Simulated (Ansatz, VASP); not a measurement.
# S in VASP and in Ansatz

Contents of INCAR:

```
SYSTEM = S
PREC = Accurate
ENCUT = 600
EDIFF = 1E-6
ISMEAR = 0
SIGMA = 0.1
LREAL = .FALSE.
LASPH = .TRUE.
NELM = 80
ALGO = Normal
ISIF = 3
LWAVE = .FALSE.
LCHARG = .FALSE.
GGA = PE
IBRION = 2
NSW = 100
EDIFFG = -0.01
```

File KPOINTS:

```
regular mesh
0
G
  26 26 26
  0 0 0
```

The input POSCAR:

```
S
1.0
    0.0000000000      2.4783623472      4.4964024120
    1.1380390591      0.0000000000      4.4964024120
    1.1380390591      2.4783623472      0.0000000000
S
1
Direct
    0.5000000000      0.5000000000      0.5000000000
```

Input for Ansatz:

```yaml
crystal:
  lattice:
    - [0.0, 2.4783623472, 4.496402412]
    - [1.1380390591, 0.0, 4.496402412]
    - [1.1380390591, 2.4783623472, 0.0]
  atoms:
    - { symbol: S, position: [0.5, 0.5, 0.5] }
basis:
  ecutwfc: 420
kpoints:
  mp_grid: { grid: [26, 26, 26] }
hamiltonian:
  xc: pbe
scf:
  occupations: { method: gaussian, width: 0.1 }
output:
  forces: true
  stress: true
  eigenvalues: true
relax:
  adjacent_minimum: "off"
  f_tol: 0.01
  max_steps: 80
  cell: { stress_tol: 0.05 }
```

Alike in both runs: task relaxation of cell and atoms; functional PBE; k mesh 26 × 26 × 26; occupations gaussian, width 0.1 eV; no spin polarisation.

```csv
,VASP,Ansatz
version,VASP 6.6.1,Ansatz 0.2.0
potentials or method,"VASP PAW PBE potentials, release 64 (S), cutoff 600 eV","scalar-relativistic, plane waves, PAW"
valence electrons in the cell,6,6
```

```tsv
	VASP	Ansatz	Ansatz less VASP
gap on the k mesh at the Fermi level, each at its own relaxed structure (eV)	none	none	-
relaxed volume (Å³/atom)	33.59	36.04	+2.451
relaxed cell length with the largest relative difference (Å)	4.030	4.263	+0.2322
```

A gap of «none» marks a metal or a gap that the smearing closes. One of these differences is far larger than is usual between the two programs; its cause wasn't traced.

Noted on VASP's run: the volume moved by over 15 % at a fixed basis, so the end points are rough.
